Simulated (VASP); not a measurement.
# AlGa3N4 (P1) in VASP: further runs

The runs below take AlGa3N4 through single point, with PBEsol.

All numbers are computed with VASP 6.6.1; they aren't measurements. Logs are shortened: lines on timing, memory, paths and dates and some standing lists are left out, and cuts for length are marked.

## (1) The cell of the first run

The typed cell holds 8 atoms: a = 5.142 Å, b = 3.165 Å, c = 5.478 Å, α = 90.00°, β = 90.04°, γ = 90.00°.

## (2) Single point, PBEsol (atom 4 (Ga) moved -0.450 Å along Cartesian [1 -1 0])

Contents of INCAR:

```
PREC = Accurate
ENCUT = 520
EDIFF = 1E-6
ISMEAR = 0
SIGMA = 0.05
LREAL = False
LASPH = True
NELM = 100
ALGO = Normal
ISIF = 2
LWAVE = False
LCHARG = False
GGA = PS
NBANDS = 41
```

Contents of KPOINTS:

```
regular mesh
0
Gamma
  6 8 6
```

Contents of POSCAR:

```
AlGa3N4
1.0
    5.1423512025      0.0000000000      0.0001215039
    0.0000000000      3.1649848011      0.0000000000
   -0.0035856884      0.0000000000      5.4784941380
Al Ga N
1 3 4
Direct
    0.0006034235      0.5000000000      0.6673576246
    0.4991167026      0.5000000000      0.3349195796
    0.4990273840      0.0000000000      0.8315570006
    0.9379838515      0.1005369920      0.1661819007
    0.1196687536      0.5000000000      0.3400974151
    0.1176459797      0.0000000000      0.8263760593
    0.6204436392      0.0000000000      0.1662162869
    0.6312323461      0.5000000000      0.6672965055
```

Potentials or basis: VASP PAW PBE potentials, release 64 (Al, Ga_d, N).

The run is started by

```bash
$ cat potpaw_PBE.64/Al/POTCAR potpaw_PBE.64/Ga_d/POTCAR potpaw_PBE.64/N/POTCAR > POTCAR
$ mpirun -np 1 vasp_std > vasp.out
```

OUTCAR:

```text
PREC = Accurate
   ENCUT = 520
   EDIFF = 1E-6
   ISMEAR = 0
   LREAL = False
   LASPH = True
   NELM = 100
   ISIF = 2
   GGA = PS

 ion  position               nearest neighbor table
   1  0.001  0.500  0.667-   5 1.89   8 1.90   6 1.90   6 1.90   4 3.03   4 3.04
   2  0.499  0.500  0.335-   7 1.94   7 1.94   8 1.94   5 1.95   4 2.75
   3  0.499  0.000  0.832-   7 1.94   8 1.94   8 1.94   6 1.96
   4  0.938  0.101  0.166-   7 1.66   5 1.84   6 2.10   5 2.32   2 2.75   1 3.03   1 3.04
   5  0.120  0.500  0.340-   4 1.84   1 1.89   2 1.95   4 2.32
   6  0.118  0.000  0.826-   1 1.90   1 1.90   3 1.96   4 2.10
   7  0.620  0.000  0.166-   4 1.66   2 1.94   2 1.94   3 1.94
   8  0.631  0.500  0.667-   1 1.90   2 1.94   3 1.94   3 1.94

  LATTYP: Found a simple monoclinic cell.
 ALAT       =     5.1423512039
 B/A-ratio  =     0.6154742598
 C/A-ratio  =     1.0653677849
 COS(beta)  =    -0.0006308743

  Lattice vectors:

 A1 = (   5.1423512025,   0.0000000000,   0.0001215039)
 A2 = (   0.0000000000,   3.1649848011,   0.0000000000)
 A3 = (  -0.0035856884,   0.0000000000,   5.4784941380)

Analysis of symmetry for initial positions (statically):
=====================================================================
 Subroutine PRICEL returns:
 Original cell was already a primitive cell.

 Routine SETGRP: Setting up the symmetry group for a
 simple monoclinic supercell.

 Subroutine GETGRP returns: Found  1 space group operations
 (whereof  1 operations were pure point group operations)
 out of a pool of  4 trial point group operations.

The static configuration has the point symmetry C_1 .

Analysis of symmetry for dynamics (positions and initial velocities):
=====================================================================
 Subroutine PRICEL returns:
 Original cell was already a primitive cell.

 Routine SETGRP: Setting up the symmetry group for a
 simple monoclinic supercell.

 Subroutine GETGRP returns: Found  1 space group operations
 (whereof  1 operations were pure point group operations)
 out of a pool of  4 trial point group operations.

The dynamic configuration has the point symmetry C_1 .

 Subroutine INISYM returns: Found  1 space group operations
 (whereof  1 operations are pure point group operations),
 and found     1 'primitive' translations

----------------------------------------------------------------------------------------

[... 103 lines left out ...]
   NELM   =    100;   NELMIN=  2; NELMDL= -5     # of ELM steps
   EDIFF  = 0.1E-05   stopping-criterion for ELM
   LREAL  =      F    real-space projection
   EDIFFG = 0.1E-04   stopping-criterion for IOM
   NSW    =      0    number of steps for IOM
   IBRION =     -1    ionic relax: 0-MD 1-quasi-New 2-CG
   NFREE  =      0    steps in history (QN), initial steepest desc. (CG)
   ISIF   =      2    stress and relaxation
   ISYM   =      2    0-nonsym 1-usesym 2-fastsym
   POTIM  = 0.5000    time-step for ionic-motion
   TEBEG  =    0.0;   TEEND  =   0.0 temperature during run
   PSTRESS=    0.0 pullay stress
   NELECT =      62.0000    total number of electrons
   NUPDOWN=      -1.0000    fix difference up-down
   EMIN   =  10.00;   EMAX   =-10.00  energy-range for DOS
   EFERMI =   0.00;   METHOD = LEGACY
   ISMEAR =     0;   SIGMA  =   0.05  broadening in eV -4-tet -1-fermi 0-gaus
   EFERMI_NEDOS =   21; number of points for ismear=-14 and -15
   IALGO  =     38    algorithm
   IMIX   =      4    mixing-type and parameters
     AMIX     =   0.40;   BMIX     =  1.00
     AMIX_MAG =   1.60;   BMIX_MAG =  1.00
  volume/ion in A,a.u.               =      11.15        75.21
  Fermi-wavevector in a.u.,A,eV,Ry     =   1.450354  2.740771 28.620199  2.103525
  Thomas-Fermi vector in A             =   2.567975
   LORBIT       =      0    0 simple, 1 ext, 2 COOP (PROOUT), +10 PAW based schemes
   GGA     = PS    functional components
   LHFCALC =     F    Hartree Fock is set to
   AEXX    =    0.0000 exact exchange contribution
   IVDW    =     0    specifies the selected vdW correction
   LEPSILON=     F    determine dielectric tensor
   LRPA    =     F    only Hartree local field effects (RPA)
 non-spin polarized calculation
 Gauss-broadening in eV      SIGMA  =   0.05
  energy-cutoff  :      520.00
  volume of cell :       89.17
 maximum number of plane-waves:      2426
 NGX is ok and might be reduce to    40
   NGX = 19   NGY = 11   NGZ = 21

 number of electron      61.9999979 magnetization

 Free energy of the ion-electron system (eV)
  ---------------------------------------------------
  ext. energy  EPLUGINS =         0.00000000
  ---------------------------------------------------
  free energy    TOTEN  =       -53.49514321 eV

  energy without entropy =      -53.49514321  energy(sigma->0) =      -53.49514321

 E-fermi :   6.2092     XC(G=0): -11.7287

 val. band max:        5.9377308019   @ k =   0.0000   0.0000   0.0000
 cond. band min:       7.6120335585   @ k =   0.0000   0.0000   0.0000
 fundamental gap:      1.6743027566
 Fermi energy:         6.2092135122

 k-point     1 :       0.0000    0.0000    0.0000
  band No.  band energies     occupation
      1     -11.2923      2.00000
      2      -9.8116      2.00000
      3      -9.1312      2.00000
      4      -8.7322      2.00000
      5      -8.2457      2.00000
      6      -8.1493      2.00000
[... 1045 lines left out ...]
     40      14.7881      0.00000
     41      14.9292      0.00000

 [... further k-points ...]
[... 5 lines left out ...]
  --------------------------------------------------------------------------------------
  -------------------------------------------------------------------------------------
  Total        8.2566978      0.7192828      0.0881270      2.4101608      0.6545095      0.5454149
  in kB      148.3619042     12.9245580      1.5835248     43.3073920     11.7606678      9.8003813
  external PRESSURE =      54.2899957 kB  Pullay stress =       0.0000000 kB

 VOLUME and BASIS-vectors are now :
 -----------------------------------------------------------------------------
  energy-cutoff  :      520.00
  volume of cell :       89.17
      direct lattice vectors                 reciprocal lattice vectors
     5.142351203  0.000000000  0.000121504     0.194463572  0.000000000  0.000127277
     0.000000000  3.164984801  0.000000000     0.000000000  0.315957283  0.000000000
    -0.003585688  0.000000000  5.478494138    -0.000004313  0.000000000  0.182531907

 POSITION                                       TOTAL-FORCE (eV/Angst)
 -----------------------------------------------------------------------------------
      0.00071      1.58249      3.65611         0.672210      0.167807     -0.198345
      2.56543      1.58249      1.83492        -1.895775      0.223296      0.445234
      2.56319      0.00000      4.55574        -1.088031     -0.034949     -0.351683
      4.82285      0.31820      0.91054         8.390850     -1.247952     -0.648372
      0.61416      1.58249      1.86324        -0.162490      1.322389      0.325829
      0.60201      0.00000      4.52731        -0.523726      0.335882      0.509619
      3.18994      0.00000      0.91069        -5.389728     -0.771899     -0.105977
      3.24363      1.58249      3.65586        -0.003310      0.005427      0.023695
 -----------------------------------------------------------------------------------
    total drift:                               -0.001086     -0.000123     -0.000221

  FREE ENERGIE OF THE ION-ELECTRON SYSTEM (eV)
  ---------------------------------------------------
  free  energy   TOTEN  =       -53.4951432053 eV

  energy  without entropy=      -53.4951432053  energy(sigma->0) =      -53.49514321
```

OSZICAR:

```text
N       E                     dE             d eps       ncg     rms          rms(c)
DAV:   1     0.632342400462E+03    0.63234E+03   -0.28056E+04 13533   0.259E+03
DAV:   2     0.550029162332E+02   -0.57734E+03   -0.53814E+03 12800   0.644E+02
DAV:   3    -0.539561433922E+02   -0.10896E+03   -0.10568E+03 13939   0.196E+02
DAV:   4    -0.616257100283E+02   -0.76696E+01   -0.75970E+01 16609   0.554E+01
DAV:   5    -0.618200513247E+02   -0.19434E+00   -0.19408E+00 14780   0.871E+00    0.154E+01
DAV:   6    -0.533795715364E+02    0.84405E+01   -0.23092E+01 22048   0.622E+01    0.470E+00
DAV:   7    -0.536021698526E+02   -0.22260E+00   -0.43808E+00 14414   0.122E+01    0.393E+00
DAV:   8    -0.535315362624E+02    0.70634E-01   -0.60782E-01 17072   0.115E+01    0.107E+00
DAV:   9    -0.534937309624E+02    0.37805E-01   -0.14435E-01 19232   0.867E+00    0.457E-01
DAV:  10    -0.534949430366E+02   -0.12121E-02   -0.25933E-02 14536   0.121E+00    0.215E-01
DAV:  11    -0.534950677226E+02   -0.12469E-03   -0.22547E-03 18240   0.963E-01    0.624E-02
DAV:  12    -0.534951345155E+02   -0.66793E-04   -0.52635E-04 17976   0.322E-01    0.275E-02
DAV:  13    -0.534951419758E+02   -0.74603E-05   -0.14287E-04 15560   0.129E-01    0.160E-02
DAV:  14    -0.534951429918E+02   -0.10160E-05   -0.13764E-05 16256   0.782E-02    0.716E-03
DAV:  15    -0.534951432053E+02   -0.21350E-06   -0.56866E-06 13656   0.237E-02
   1 F= -.53495143E+02 E0= -.53495143E+02  d E =-.154008E-16
```

Run time: 14 min. Hardware: 1 thread of Intel Xeon 8259CL, shared host; peak memory 0.5 GiB.

What came out:

```yaml
Free_energy: -53.4951 eV
Pressure: 5.4 GPa
Largest_force: 8.508 eV/Å
Band_gap_on_the_k_mesh: 1.67 eV
```

Forces on the atoms (eV/Å):
```
Al   0.672  0.168 -0.198
Ga  -1.896  0.223  0.445
Ga  -1.088 -0.035 -0.352
Ga   8.391 -1.248 -0.648
N   -0.162  1.322  0.326
N   -0.524  0.336  0.510
N   -5.390 -0.772 -0.106
N   -0.003  0.005  0.024
```

Stress tensor (GPa, compression positive):
```
14.84  4.33  0.98
 4.33  1.29  1.18
 0.98  1.18  0.16
```

Levels at points of the mesh, in eV from the valence-band top:
```
           k point  band 28  band 29  band 30  band 31  band 32  band 33  band 34  band 35
(0.00, 0.00, 0.00)    -1.11    -0.80    -0.41     0.00     1.67     4.13     4.36     5.00
(0.50, 0.00, 0.00)    -1.45    -1.38    -0.80    -0.13     3.24     3.82     4.02     4.78
(0.00, 0.50, 0.00)    -2.73    -2.42    -2.21    -1.97     4.33     4.97     6.13     6.46
(0.50, 0.50, 0.00)    -2.15    -2.08    -1.88    -1.78     4.63     5.20     5.58     5.63
(0.00, 0.00, 0.50)    -1.60    -1.27    -1.03    -0.14     3.85     4.06     5.55     5.91
(0.50, 0.00, 0.50)    -2.16    -1.92    -1.57    -0.47     4.20     4.85     4.94     5.14
(0.00, 0.50, 0.50)    -2.99    -2.73    -1.26    -0.81     4.05     4.48     4.70     5.29
(0.50, 0.50, 0.50)    -2.08    -2.00    -1.85    -1.30     3.26     3.80     3.92     4.22
```

Caveat: the cell differs from its parent crystal (atom 4 (Ga) moved -0.450 Å along Cartesian [1 -1 0]); the stress differs along the axes, from 0 to 15 GPa; the PAW data sets were made with another functional, which shifts forces and pressure a little.

## (3) Single point, PBEsol (atom 4 (Ga) moved +0.225 Å along Cartesian [1 -1 0])

Contents of INCAR:

```
PREC     = Accurate       # precision mode
ENCUT    = 520            # plane-wave cutoff, eV
EDIFF    = 1E-7           # SCF threshold, eV
ISMEAR   = 0              # smearing method
SIGMA    = 0.05           # smearing width, eV
LREAL    = False          # projectors in reciprocal space
LASPH    = True           # aspherical terms in the spheres
NELM     = 100            # most SCF steps
ALGO     = Normal         # electronic algorithm
ISIF     = 2              # what is computed and relaxed
LWAVE    = False          # write WAVECAR
LCHARG   = False          # write CHGCAR
GGA      = PS             # functional
NBANDS   = 41             # bands
```

Contents of KPOINTS:

```
Automatic mesh
0
Gamma
  6 8 6
```

Edit POSCAR of step 2 so:

```diff
@@ -11,3 +11,3 @@
     0.4990273840      0.0000000000      0.8315570006
-    0.9379838515      0.1005369920      0.1661819007
+    1.0308007462     -0.0502684960      0.1661798422
     0.1196687536      0.5000000000      0.3400974151
```

Potentials or basis: VASP PAW PBE potentials, release 64 (Al, Ga_d, N).

The run is started by

```bash
$ cat potpaw_PBE.64/Al/POTCAR potpaw_PBE.64/Ga_d/POTCAR potpaw_PBE.64/N/POTCAR > POTCAR
$ mpirun -np 1 vasp_std > vasp.out
```

Run time: 26 min. Hardware: 1 thread of Intel Xeon 8259CL, shared host; peak memory 0.47 GiB.

It converged, with:

| Item | Value |
| --- | --- |
| Free energy | -54.6192 eV |
| Pressure | 1.4 GPa |
| Largest force | 3.832 eV/Å |
| Band gap on the k mesh | 2.28 eV |

Forces on the atoms (eV/Å):
```
Al  -0.265 -0.094  0.044
Ga   0.787 -0.107 -0.054
Ga   0.489  0.020  0.077
Ga  -2.366  2.880 -0.892
N    0.691 -2.402  1.078
N    0.182 -0.112 -0.241
N    0.496 -0.179  0.012
N   -0.015 -0.006 -0.025
```

Stress tensor (GPa, compression positive):
```
-1.18 -1.51  0.71
-1.51  3.17 -3.70
 0.71 -3.70  2.28
```

Levels at points of the mesh, in eV from the valence-band top:
| k point | band 28 | band 29 | band 30 | band 31 | band 32 | band 33 | band 34 | band 35 |
| --- | --- | --- | --- | --- | --- | --- | --- | --- |
| (0.00, 0.00, 0.00) | -1.00 | -0.11 | -0.04 | 0.00 | 2.28 | 4.36 | 5.02 | 5.64 |
| (0.50, 0.00, 0.00) | -1.29 | -0.83 | -0.25 | -0.23 | 4.26 | 4.39 | 4.57 | 4.78 |
| (0.00, 0.50, 0.00) | -2.32 | -2.21 | -1.97 | -1.63 | 5.53 | 5.64 | 6.61 | 7.03 |
| (0.50, 0.50, 0.00) | -1.83 | -1.62 | -1.57 | -1.10 | 5.54 | 5.60 | 5.93 | 6.15 |
| (0.00, 0.00, 0.50) | -0.90 | -0.71 | -0.53 | -0.36 | 4.40 | 4.65 | 5.87 | 6.29 |
| (0.50, 0.00, 0.50) | -1.73 | -1.48 | -1.18 | -0.90 | 5.19 | 5.25 | 5.33 | 5.74 |
| (0.00, 0.50, 0.50) | -2.27 | -2.00 | -1.14 | -1.02 | 4.54 | 5.13 | 5.59 | 5.66 |
| (0.50, 0.50, 0.50) | -1.79 | -1.75 | -1.67 | -1.34 | 4.11 | 4.31 | 4.52 | 4.74 |

Caveat: the cell differs from its parent crystal (atom 4 (Ga) moved +0.225 Å along Cartesian [1 -1 0]); the PAW data sets were made with another functional, which shifts forces and pressure a little.
